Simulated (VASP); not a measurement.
# Al2Cu (I4/mcm) in VASP: further runs

The runs below take Al2Cu through single point, with PBE.

Everything below comes from runs of VASP 6.6.1. Logs are shortened: lines on timing, memory, paths and dates and some standing lists are left out, and cuts for length are marked.

## 1. The cell of the first run

It takes space group I4/mcm (No. 140, tetragonal). The conventional cell has a = 5.722 Å, b = 5.722 Å, c = 4.607 Å, α = 90.00°, β = 90.00°, γ = 90.00°. Within 3.2 Å of Al (site symmetry m2m) lie 4 Cu at 2.45 Å and 11 Al at 2.55 to 3.05 Å. Cu (site symmetry 422) has 2 Cu at 2.30 Å and 8 Al at 2.45 Å within 3.0 Å.

## 2. Single point, PBE

INCAR

```
PREC     = Accurate       # precision mode
ENCUT    = 520            # plane-wave cutoff, eV
EDIFF    = 1E-7           # SCF threshold, eV
ISMEAR   = 0              # smearing method
SIGMA    = 0.1            # smearing width, eV
LREAL    = False          # projectors in reciprocal space
LASPH    = True           # aspherical terms in the spheres
NELM     = 60             # most SCF steps
ALGO     = Fast           # electronic algorithm
ISIF     = 2              # what is computed and relaxed
LWAVE    = False          # write WAVECAR
LCHARG   = False          # write CHGCAR
GGA      = PE             # functional
NBANDS   = 26             # bands
```

KPOINTS

```
Automatic mesh
0
Gamma
  10 10 10
```

POSCAR

```
Al2Cu
1.0
   -2.8609876654      2.8609876654      2.3035681457
    2.8609876654     -2.8609876654      2.3035681457
    2.8609876654      2.8609876654     -2.3035681457
Al Cu
4 2
Direct
    0.8427333521      0.6572666479      0.5000000000
    0.6572666479      0.1572666479      0.8145332957
    0.3427333521      0.8427333521      0.1854667043
    0.1572666479      0.3427333521      0.5000000000
    0.2500000000      0.2500000000      0.0000000000
    0.7500000000      0.7500000000      0.0000000000
```

Potentials or basis: VASP PAW PBE potentials, release 64 (Al, Cu).

Command:

```bash
$ cat potpaw_PBE.64/Al/POTCAR potpaw_PBE.64/Cu/POTCAR > POTCAR
$ mpirun -np 1 vasp_std > vasp.out
```

OUTCAR:

```text
PREC = Accurate
   ENCUT = 520
   EDIFF = 1E-7
   ISMEAR = 0
   LREAL = False
   LASPH = True
   NELM = 60
   ISIF = 2
   GGA = PE

 ion  position               nearest neighbor table
   1  0.843  0.657  0.500-   6 2.45   6 2.45   5 2.45   5 2.45   4 2.55   4 2.75   4 2.75   3 2.92
                             2 2.92   2 2.92   3 2.92   3 3.05   2 3.05   3 3.05   2 3.05
   2  0.657  0.157  0.815-   5 2.45   6 2.45   5 2.45   6 2.45   3 2.55   3 2.75   3 2.75   4 2.92
                             1 2.92   1 2.92   4 2.92   1 3.05   4 3.05   1 3.05   4 3.05
   3  0.343  0.843  0.185-   5 2.45   6 2.45   5 2.45   6 2.45   2 2.55   2 2.75   2 2.75   4 2.92
                             1 2.92   1 2.92   4 2.92   4 3.05   1 3.05   1 3.05   4 3.05
   4  0.157  0.343  0.500-   5 2.45   5 2.45   6 2.45   6 2.45   1 2.55   1 2.75   1 2.75   3 2.92
                             2 2.92   2 2.92   3 2.92   3 3.05   2 3.05   2 3.05   3 3.05
   5  0.250  0.250  0.000-   6 2.30   6 2.30   4 2.45   4 2.45   1 2.45   1 2.45   2 2.45   3 2.45
                             2 2.45   3 2.45
   6  0.750  0.750  0.000-   5 2.30   5 2.30   1 2.45   1 2.45   4 2.45   4 2.45   3 2.45   2 2.45
                             3 2.45   2 2.45

  LATTYP: Found a body centered tetragonal cell.
 ALAT       =     5.7219753308
 C/A-ratio  =     0.8051653538

  Lattice vectors:

 A1 = (  -2.8609876654,   2.8609876654,   2.3035681457)
 A2 = (   2.8609876654,  -2.8609876654,   2.3035681457)
 A3 = (   2.8609876654,   2.8609876654,  -2.3035681457)

Analysis of symmetry for initial positions (statically):
=====================================================================
 Subroutine PRICEL returns:
 Original cell was already a primitive cell.

 Routine SETGRP: Setting up the symmetry group for a
 body centered tetragonal supercell.

 Subroutine GETGRP returns: Found 16 space group operations
 (whereof  8 operations were pure point group operations)
 out of a pool of 16 trial point group operations.

The static configuration has the point symmetry C_4h.
 The point group associated with its full space group is D_4h.

Analysis of symmetry for dynamics (positions and initial velocities):
=====================================================================
 Subroutine PRICEL returns:
 Original cell was already a primitive cell.

 Routine SETGRP: Setting up the symmetry group for a
 body centered tetragonal supercell.

 Subroutine GETGRP returns: Found 16 space group operations
 (whereof  8 operations were pure point group operations)
 out of a pool of 16 trial point group operations.

The dynamic configuration has the point symmetry C_4h.
 The point group associated with its full space group is D_4h.

 Subroutine INISYM returns: Found 16 space group operations
 (whereof  8 operations are pure point group operations),
 and found     1 'primitive' translations

----------------------------------------------------------------------------------------

                                     Primitive cell

  volume of cell :      75.4211

  direct lattice vectors                    reciprocal lattice vectors
    -2.860987665  2.860987665  2.303568146     0.000000000  0.174764822  0.217054573
     2.860987665 -2.860987665  2.303568146     0.174764822  0.000000000  0.217054573
     2.860987665  2.860987665 -2.303568146     0.174764822  0.174764822  0.000000000

  length of vectors
     4.655848692  4.655848692  4.655848692     0.278667240  0.278667240  0.247154781

  position of ions in fractional coordinates (direct lattice)
     0.842733352  0.657266648  0.500000000
     0.657266648  0.157266648  0.814533296
     0.342733352  0.842733352  0.185466704
     0.157266648  0.342733352  0.500000000
     0.250000000  0.250000000  0.000000000
     0.750000000  0.750000000  0.000000000

  ion indices of the primitive-cell ions
   primitive index   ion index
                 1           1
                 2           2
                 3           3
                 4           4
                 5           5
                 6           6

----------------------------------------------------------------------------------------

 KPOINTS: Automatic mesh

Automatic generation of k-mesh.
 Grid dimensions read from file:
 generate k-points for:   10   10   10

 Generating k-lattice:

  Cartesian coordinates                     Fractional coordinates (reciprocal lattice)
     0.000000000  0.017476482  0.021705457     0.100000000  0.000000000 -0.000000000
     0.017476482  0.000000000  0.021705457     0.000000000  0.100000000 -0.000000000
     0.017476482  0.017476482  0.000000000     0.000000000  0.000000000  0.100000000

  Length of vectors
     0.027866724  0.027866724  0.024715478

  Shift w.r.t. Gamma in fractional coordinates (k-lattice)
     0.000000000  0.000000000  0.000000000

 Subroutine IBZKPT returns following result:
 ===========================================

 Found    102 irreducible k-points:

 Following reciprocal coordinates:
            Coordinates               Weight
  0.000000  0.000000  0.000000      1.000000
  0.100000  0.000000  0.000000      8.000000
  0.200000  0.000000  0.000000      8.000000
  0.300000  0.000000  0.000000      8.000000
  0.400000  0.000000 -0.000000      8.000000
  0.500000  0.000000 -0.000000      4.000000
[... 16 lines left out ...]
  0.300000  0.300000  0.000000      8.000000
  0.400000  0.300000  0.000000     16.000000
 [... further k-points ...]
   k-points           NKPTS =    102   k-points in BZ     NKDIM =    102   number of bands    NBANDS=     26
   number of dos      NEDOS =    301   number of ions     NIONS =      6
   total plane-waves  NPLWV =  46656
   dimension x,y,z NGX =    36 NGY =   36 NGZ =   36
   dimension x,y,z NGXF=    72 NGYF=   72 NGZF=   72
   ions per type =               4   2
   NGX,Y,Z   is equivalent  to a cutoff of  12.85, 12.85, 12.85 a.u.
   NGXF,Y,Z  is equivalent  to a cutoff of  25.71, 25.71, 25.71 a.u.
 SYSTEM =  unknown system
   PREC   = accura    normal or accurate (medium, high low for compatibility)
   ISTART =      0    job   : 0-new  1-cont  2-samecut
   ICHARG =      2    charge: 1-file 2-atom 10-const
   ISPIN  =      1    spin polarized calculation?
   LNONCOLLINEAR =      F non collinear calculations
   LSORBIT =      F    spin-orbit coupling
   LASPH  =      T    aspherical Exc in radial PAW
   ENCUT  =  520.0 eV  38.22 Ry    6.18 a.u.   8.66  8.66  8.66*2*pi/ulx,y,z
   NELM   =     60;   NELMIN=  2; NELMDL= -5     # of ELM steps
   EDIFF  = 0.1E-06   stopping-criterion for ELM
   LREAL  =      F    real-space projection
   EDIFFG = 0.1E-05   stopping-criterion for IOM
   NSW    =      0    number of steps for IOM
   IBRION =     -1    ionic relax: 0-MD 1-quasi-New 2-CG
   NFREE  =      0    steps in history (QN), initial steepest desc. (CG)
   ISIF   =      2    stress and relaxation
   ISYM   =      2    0-nonsym 1-usesym 2-fastsym
   POTIM  = 0.5000    time-step for ionic-motion
   TEBEG  =    0.0;   TEEND  =   0.0 temperature during run
   PSTRESS=    0.0 pullay stress
   NELECT =      34.0000    total number of electrons
   NUPDOWN=      -1.0000    fix difference up-down
   EMIN   =  10.00;   EMAX   =-10.00  energy-range for DOS
   EFERMI =   0.00;   METHOD = LEGACY
   ISMEAR =     0;   SIGMA  =   0.10  broadening in eV -4-tet -1-fermi 0-gaus
   EFERMI_NEDOS =   21; number of points for ismear=-14 and -15
   IALGO  =     68    algorithm
   IMIX   =      4    mixing-type and parameters
     AMIX     =   0.40;   BMIX     =  1.00
     AMIX_MAG =   1.60;   BMIX_MAG =  1.00
  volume/ion in A,a.u.               =      12.57        84.83
  Fermi-wavevector in a.u.,A,eV,Ry     =   1.255269  2.372114 21.438703  1.575700
  Thomas-Fermi vector in A             =   2.389034
   LORBIT       =      0    0 simple, 1 ext, 2 COOP (PROOUT), +10 PAW based schemes
   GGA     = PE    functional components
   LHFCALC =     F    Hartree Fock is set to
   AEXX    =    0.0000 exact exchange contribution
   IVDW    =     0    specifies the selected vdW correction
   LEPSILON=     F    determine dielectric tensor
   LRPA    =     F    only Hartree local field effects (RPA)
 non-spin polarized calculation
 RMM-DIIS sequential band-by-band and
 Gauss-broadening in eV      SIGMA  =   0.10
  energy-cutoff  :      520.00
  volume of cell :       75.42
 maximum number of plane-waves:      2050
   NGX = 17   NGY = 17   NGZ = 17

 number of electron      33.9999974 magnetization

 Free energy of the ion-electron system (eV)
  ---------------------------------------------------
  ext. energy  EPLUGINS =         0.00000000
  ---------------------------------------------------
  free energy    TOTEN  =       -22.43715907 eV

  energy without entropy =      -22.42863706  energy(sigma->0) =      -22.43289806

 E-fermi :  10.0166     XC(G=0): -11.5938

 val. band max:       10.0068963958   @ k =  -0.4000   0.1000   0.0000
 cond. band min:      10.0281456700   @ k =  -0.2000   0.2000   0.2000
 fundamental gap:      0.0212492742
 Fermi energy:        10.0166357041

 k-point     1 :       0.0000    0.0000    0.0000
  band No.  band energies     occupation
      1      -2.0219      2.00000
      2       3.8540      2.00000
      3       3.9847      2.00000
      4       3.9847      2.00000
      5       3.9888      2.00000
      6       5.0842      2.00000
[... 18 lines left out ...]
     25      15.9811      0.00000
     26      16.6190      0.00000

 k-point     2 :       0.1000    0.0000    0.0000
  band No.  band energies     occupation
      1      -1.9045      2.00000
      2       3.8499      2.00000
      3       3.9675      2.00000
      4       3.9840      2.00000
      5       4.0244      2.00000
      6       5.0652      2.00000
[... 18 lines left out ...]
     25      16.1205      0.00000
     26      16.9697      0.00000

 k-point     3 :       0.2000    0.0000    0.0000
  band No.  band energies     occupation
      1      -1.5538      2.00000
      2       3.8028      2.00000
      3       3.8467      2.00000
      4       3.9832      2.00000
      5       4.1205      2.00000
      6       4.9900      2.00000
[... 18 lines left out ...]
     25      16.5680      0.00000
     26      17.1563      0.00000

 k-point     4 :       0.3000    0.0000    0.0000
  band No.  band energies     occupation
      1      -0.9751      2.00000
      2       3.1020      2.00000
      3       3.8507      2.00000
      4       3.9756      2.00000
      5       4.2499      2.00000
      6       4.8508      2.00000
[... 18 lines left out ...]
     25      17.2315      0.00000
     26      17.9325      0.00000
[... 496 lines left out ...]
      1      -1.6550      2.00000
      2       3.1476      2.00000
      3       3.9144      2.00000
      4       4.0156      2.00000
      5       4.0953      2.00000
      6       4.9139      2.00000
[... 18 lines left out ...]
     25      14.3341      0.00000
     26      19.5384      0.00000

 k-point    23 :       0.3000    0.3000    0.0000
  band No.  band energies     occupation
      1       1.2360      2.00000
      2       1.5987      2.00000
      3       1.6155      2.00000
      4       3.8529      2.00000
      5       4.6839      2.00000
      6       4.6989      2.00000
[... 18 lines left out ...]
     25      17.0660      0.00000
     26      18.0009      0.00000

 k-point    24 :       0.4000    0.3000    0.0000
  band No.  band energies     occupation
      1       0.6075      2.00000
      2       1.4530      2.00000
      3       2.3091      2.00000
      4       3.9476      2.00000
      5       4.4575      2.00000
      6       4.6149      2.00000
[... 18 lines left out ...]
     25      17.8144      0.00000
     26      17.8905      0.00000

 [... further k-points ...]

------------------------ aborting loop because EDIFF is reached ----------------------------------------

  FORCE on cell =-STRESS in cart. coord.  units (eV):
  Direction    XX          YY          ZZ          XY          YZ          ZX
  --------------------------------------------------------------------------------------
  -------------------------------------------------------------------------------------
  Total       11.7834533     11.7834533     11.8191052      0.0000000      0.0000000      0.0000000
  in kB      250.3168831    250.3168831    251.0742378      0.0000000      0.0000000      0.0000000
  external PRESSURE =     250.5693347 kB  Pullay stress =       0.0000000 kB

 VOLUME and BASIS-vectors are now :
 -----------------------------------------------------------------------------
  energy-cutoff  :      520.00
  volume of cell :       75.42
      direct lattice vectors                 reciprocal lattice vectors
    -2.860987665  2.860987665  2.303568146     0.000000000  0.174764822  0.217054573
     2.860987665 -2.860987665  2.303568146     0.174764822  0.000000000  0.217054573
     2.860987665  2.860987665 -2.303568146     0.174764822  0.174764822  0.000000000

 POSITION                                       TOTAL-FORCE (eV/Angst)
 -----------------------------------------------------------------------------------
      0.89988      1.96111      2.30357        -0.001626      0.001626     -0.000000
      0.89988      3.76086      0.00000        -0.001626     -0.001626      0.000000
      1.96111     -0.89988      2.30357         0.001626      0.001626     -0.000000
      1.96111      0.89988      0.00000         0.001626     -0.001626     -0.000000
      0.00000      0.00000      1.15178        -0.000000      0.000000     -0.000000
      0.00000      0.00000      3.45535        -0.000000      0.000000     -0.000000
 -----------------------------------------------------------------------------------
    total drift:                                0.000000     -0.000000      0.000000

  FREE ENERGIE OF THE ION-ELECTRON SYSTEM (eV)
  ---------------------------------------------------
  free  energy   TOTEN  =       -22.4371590711 eV

  energy  without entropy=      -22.4286370581  energy(sigma->0) =      -22.43289806
```

It took 7.9 min on 1 thread of Intel Xeon 8259CL, shared host; peak memory 0.32 GiB.

Results:

| Item | Value |
| --- | --- |
| Free energy | -22.4372 eV |
| Pressure | 25.1 GPa |
| Band gap on the k mesh | zero (bands 17 and 18 overlap by 4.87 eV) |

Forces on the atoms (eV/Å):
```
Al  -0.002  0.002  0.000
Al  -0.002 -0.002  0.000
Al   0.002  0.002  0.000
Al   0.002 -0.002  0.000
Cu   0.000  0.000  0.000
Cu   0.000  0.000  0.000
```

Caveat: the cell stands under pressure.

## 3. Single point, PBE

This run uses another cell than the first one, of 13.54 Å³/atom.

INCAR

```
  PREC = Accurate
  ENCUT = 520
  EDIFF = 1E-7
  ISMEAR = 0
  SIGMA = 0.1
  LREAL = F
  LASPH = T
  NELM = 100
  ALGO = Fast
  ISIF = 2
  LWAVE = F
  LCHARG = F
  GGA = PE
  NBANDS = 26
```

KPOINTS

```
regular mesh
0
Gamma
  10 10 10
```

POSCAR

```
Al2Cu
1.0
   -2.9307777546      2.9307777546      2.3637027985
    2.9307777546     -2.9307777546      2.3637027985
    2.9307777546      2.9307777546     -2.3637027985
Al Cu
4 2
Direct
    0.8421275857      0.6578724143      0.5000000000
    0.6578724143      0.1578724143      0.8157448286
    0.3421275857      0.8421275857      0.1842551714
    0.1578724143      0.3421275857      0.5000000000
    0.2500000000      0.2500000000      0.0000000000
    0.7500000000      0.7500000000      0.0000000000
```

Potentials or basis: VASP PAW PBE potentials, release 64 (Al, Cu).

Command:

```bash
$ cat potpaw_PBE.64/Al/POTCAR potpaw_PBE.64/Cu/POTCAR > POTCAR
$ mpirun -np 1 vasp_std > vasp.out
```

Wall time 8 min (1 thread of Intel Xeon 8259CL, shared host); peak memory 0.33 GiB.

It converged, with:

- Free energy: -23.0972 eV
- Pressure: 12.1 GPa
- Band gap on the k mesh: zero (bands 17 and 18 overlap by 4.61 eV)

Forces on the atoms (eV/Å):
```
Al  -0.002  0.002  0.000
Al  -0.002 -0.002  0.000
Al   0.002  0.002  0.000
Al   0.002 -0.002  0.000
Cu   0.000  0.000  0.000
Cu   0.000  0.000  0.000
```

Levels at points of the mesh, in eV from the Fermi level:
```tsv
k point	band 14	band 15	band 16	band 17	band 18	band 19	band 20	band 21
(0.00, 0.00, 0.00)	-2.12	-1.51	-1.36	-1.36	-0.95	-0.09	-0.02	1.71
(0.50, 0.00, 0.00)	-3.31	-2.75	-2.75	0.25	0.25	4.28	4.28	4.52
(0.50, 0.50, 0.00)	-3.01	-1.60	-1.47	-0.83	-0.67	0.89	1.45	4.72
(0.50, 0.50, 0.50)	-3.47	-3.47	-1.92	2.68	2.99	2.99	3.56	4.53
```

Caveat: the cell stands under pressure.
